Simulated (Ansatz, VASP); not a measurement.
## Two plane-wave programs on Si2Ge3

```
CELL_PARAMETERS angstrom
2.94789 0.00000 0.00000
-1.47395 2.55295 0.00000
0.00000 0.00000 23.33721
ATOMIC_POSITIONS crystal
Si 0.66667 0.33333 0.15098
Si 0.66667 0.33333 0.54424
Si 0.33333 0.66667 0.84902
Si 0.33333 0.66667 0.45576
Ge 0.66667 0.33333 0.94445
Ge 0.66667 0.33333 0.35714
Ge 0.66667 0.33333 0.75335
Ge 0.33333 0.66667 0.05555
Ge 0.33333 0.66667 0.24665
Ge 0.33333 0.66667 0.64286
```

Alike in both runs: functional PBE; k mesh 12 × 12 × 2; occupations gaussian, width 0.1 eV; no spin polarisation.

Ansatz relaxed the structure, and its values are those at the end. VASP's run is a single point on that final structure, the one shown.

|  | VASP | Ansatz |
| --- | --- | --- |
| version | VASP 6.6.1 | Ansatz 0.2.0 |
| potentials or method | VASP PAW PBE potentials, release 64 (Si, Ge_d), cutoff 520 eV | scalar-relativistic, plane waves, PAW |
| valence electrons in the cell | 100 | 100 |

```tsv
	VASP	Ansatz	Ansatz less VASP
gap on the k mesh at the Fermi level (eV)	none	none	-
pressure (GPa)	0.0	0.0	0.00
```

A gap of «none» marks a metal or a gap that the smearing closes. With one functional, cell and mesh, what is left measures potentials, basis and numerics.
